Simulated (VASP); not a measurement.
Input of a VASP 6.6.1 run:

The input POSCAR:

```
Ru
1.0
    2.7023482466      0.0000000000      0.0000000000
   -1.3511741233      2.3403022314      0.0000000000
    0.0000000000      0.0000000000     27.7978966044
Ru
7
Direct
    0.3333333333      0.6666666667      0.2724802269
    0.6666666667      0.3333333333      0.3460610094
    0.3333333333      0.6666666667      0.4229118623
    0.6666666667      0.3333333333      0.5000000005
    0.3333333333      0.6666666667      0.5770881404
    0.6666666667      0.3333333333      0.6539389917
    0.3333333333      0.6666666667      0.7275197689
```

INCAR.step1

```
SYSTEM = Ru
PREC     = Accurate       ! precision mode
ENCUT    = 460            ! plane-wave cutoff, eV
ISMEAR   = 0              ! smearing method
SIGMA    = 0.1            ! smearing width, eV
LREAL    = .FALSE.        ! projectors in reciprocal space
LASPH    = .TRUE.         ! aspherical terms in the spheres
NELM     = 120            ! most SCF steps
LDIPOL   = .TRUE.       
IDIPOL   = 3            
DIPOL    = 0.5 0.5 0.500
NBANDS   = 65             ! bands
GGA      = PE             ! functional
ALGO     = Normal         ! electronic algorithm
EDIFF    = 1E-5           ! SCF threshold, eV
LWAVE    = .TRUE.         ! write WAVECAR
LCHARG   = .FALSE.        ! write CHGCAR
GGA_COMPAT= .FALSE.      
NELMDL   = -8
```

Contents of INCAR.step2:

```
SYSTEM = Ru
PREC     = Accurate       ! precision mode
ENCUT    = 460            ! plane-wave cutoff, eV
EDIFF    = 1E-6           ! SCF threshold, eV
ISMEAR   = 0              ! smearing method
SIGMA    = 0.1            ! smearing width, eV
LREAL    = .FALSE.        ! projectors in reciprocal space
LASPH    = .TRUE.         ! aspherical terms in the spheres
NELM     = 120            ! most SCF steps
ALGO     = Normal         ! electronic algorithm
ISIF     = 2              ! what is computed and relaxed
LWAVE    = .FALSE.        ! write WAVECAR
LCHARG   = .FALSE.        ! write CHGCAR
LDIPOL   = .TRUE.       
IDIPOL   = 3            
DIPOL    = 0.5 0.5 0.500
METAGGA  = R2SCAN         ! meta-GGA
LMIXTAU  = .TRUE.       
NBANDS   = 65             ! bands
ISTART   = 1            
GGA_COMPAT= .FALSE.
```

File KPOINTS:

```
regular mesh
0
G
  15 15 1
  0 0 0
```

Potentials or basis: VASP PAW PBE potentials, release 64 (Ru_sv).

Command:

```bash
$ cat potpaw_PBE.64/Ru_sv/POTCAR > POTCAR
$ cp INCAR.step1 INCAR
$ mpirun -np 1 vasp_std > vasp.out
$ cp INCAR.step2 INCAR
$ mpirun -np 1 vasp_std > vasp.out
```

Q: Predict the band gap on the k mesh.

A: Zero (bands 56 and 57 overlap by 2.62 eV).

Q: Estimate the largest force.

A: 0.012 eV/Å.

Forces on the atoms (eV/Å):
```
Ru   0.000  0.000 -0.012
Ru   0.000  0.000  0.009
Ru   0.000  0.000  0.002
Ru   0.000  0.000  0.000
Ru   0.000  0.000 -0.002
Ru   0.000  0.000 -0.009
Ru   0.000  0.000  0.012
```

Caveat: the PAW data sets were made with another functional, which shifts forces and pressure a little.
